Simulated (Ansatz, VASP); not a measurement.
## One calculation of BP, two programs

```
B P
1.0
     0.00000    2.46412    1.92202
     2.46412    0.00000    1.92202
     2.46412    2.46412    0.00000
B P
1 1
Direct
  0.00000 0.00000 0.00000
  0.75000 0.75000 0.75000
```

Alike in both runs: task single point; functional r2SCAN; k mesh 12 × 12 × 12; occupations gaussian, width 0.05 eV; no spin polarisation.

|  | VASP | Ansatz |
| --- | --- | --- |
| version | VASP 6.6.1 | Ansatz 0.2.0 |
| potentials or method | VASP PAW PBE potentials, release 64 (B, P), cutoff 520 eV | scalar-relativistic, plane waves, PAW |
| valence electrons in the cell | 8 | 8 |

VASP gave:

```
gap on the k mesh at the Fermi level (eV)                     : none
pressure (GPa)                                                : -2.2
traceless stress, the component that is largest in VASP (GPa) : 29.66
```

Problem. Which values does Ansatz return?

Solution. gap on the k mesh at the Fermi level (eV): none; pressure (GPa): -1.8; traceless stress, the component that is largest in VASP (GPa): 29.39.

VASP's potentials were made for PBE, not for r2SCAN. A gap of «none» marks a metal or a gap that the smearing closes.
